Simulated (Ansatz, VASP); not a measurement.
**BeTe: VASP beside Ansatz**

The input INCAR:

```
PREC = Accurate ; ENCUT = 520
EDIFF = 1E-6 ; ISMEAR = -1
SIGMA = 0.05 ; LREAL = False
LASPH = True ; NELM = 100
ALGO = Normal ; ISIF = 2
LWAVE = False ; LCHARG = False
GGA = PE ; NBANDS = 11
```

File KPOINTS:

```
regular mesh
0
Gamma
  15 15 15
```

Contents of POSCAR:

```
BeTe
1.0
    0.0000000000      2.7700000000      2.7700000000
    2.7700000000      0.0000000000      2.7700000000
    2.7700000000      2.7700000000      0.0000000000
Te Be
1 1
Direct
    0.7500000000      0.7500000000      0.7500000000
    0.0000000000      0.0000000000      0.0000000000
```

Contents of input.yaml:

```yaml
crystal:
  lattice:
    - [0.0, 2.77, 2.77]
    - [2.77, 0.0, 2.77]
    - [2.77, 2.77, 0.0]
  atoms:
    - { symbol: Te, position: [0.75, 0.75, 0.75] }
    - { symbol: Be, position: [0.0, 0.0, 0.0] }
hamiltonian:
  xc: pbe
  pseudopotentials: { kind: paw }
kpoints:
  mp_grid: { grid: [15, 15, 15] }
scf:
  occupations: { method: fermi_dirac, width: 0.05 }
output:
  forces: true
  stress: true
  eigenvalues: true
  write_density: true
  write_potential: true
  elf: true
  volumetric_format: npy
```

Alike in both runs: task single point; functional PBE; k mesh 15 × 15 × 15; occupations fermi-dirac, width 0.05 eV; no spin polarisation.

|  | VASP | Ansatz |
| --- | --- | --- |
| version | VASP 6.6.1 | Ansatz 0.2.0 |
| potentials or method | VASP PAW PBE potentials, release 64 (Te, Be) | Ansatz PAW |
| plane-wave cutoff (eV) | 520 | 420 |
| valence electrons in the cell | 8 | 18 |

|  | VASP | Ansatz | Ansatz less VASP |
| --- | --- | --- | --- |
| gap on the k mesh at the Fermi level (eV) | 1.86 | 1.88 | +0.016 |
| least direct gap on the mesh (eV) | 3.56 | 3.59 | +0.022 |
| pressure (GPa) | 4.4 | 4.3 | -0.18 |

VASP's potentials hold 8 valence electrons a cell and Ansatz's 18, so a difference there can come from the potentials and not from the codes.

Spin-orbit coupling is off throughout. Noted on Ansatz's run: odd divisions of the mesh miss points on the zone boundary, where band edges often lie, so the gap on the mesh can be too wide.
